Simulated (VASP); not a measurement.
Input of a VASP 6.6.1 run:

INCAR

```
PREC = Accurate ; ENCUT = 600
EDIFF = 1E-6 ; ISMEAR = 0
SIGMA = 0.1 ; LREAL = F
LASPH = T ; NELM = 100
ALGO = Normal ; ISIF = 3
LWAVE = F ; LCHARG = F
GGA = PE ; IVDW = 12
IBRION = 2 ; NSW = 90
EDIFFG = -0.04
```

KPOINTS

```
regular mesh
0
Gamma
  6 6 6
```

POSCAR

```
C4N
1.0
   -2.4513989900      2.4513989900      2.4513989900
    2.4513989900     -2.4513989900      2.4513989900
    2.4513989900      2.4513989900     -2.4513989900
C N
4 1
Direct
    0.0000000000      0.0000000000      0.5000000000
    0.5000000000      0.0000000000      0.0000000000
    0.5000000000      0.5000000000      0.5000000000
    0.0000000000      0.5000000000      0.0000000000
    0.0000000000      0.0000000000      0.0000000000
```

Potentials or basis: VASP PAW PBE potentials, release 64 (C, N).

Run with:

```bash
$ cat potpaw_PBE.64/C/POTCAR potpaw_PBE.64/N/POTCAR > POTCAR
$ mpirun -np 1 vasp_std > vasp.out
```

(1) Estimate the space group after relaxing (to 0.05 Å).

(2) What does it give for the relaxed cell?

(3) Predict the dispersion energy per atom.

(4) Predict the relaxed volume.

Results:

(1) Im-3m (No. 229).

(2) a = 3.674 Å, b = 3.674 Å, c = 3.674 Å, α = 109.47°, β = 109.47°, γ = 109.47°.

(3) -0.178 eV.

(4) 7.64 Å³/atom.

Caveat: the volume moved by over 15 % at a fixed basis, so the end points are rough; pairwise dispersion overbinds metals, which lowers pressure and volume.
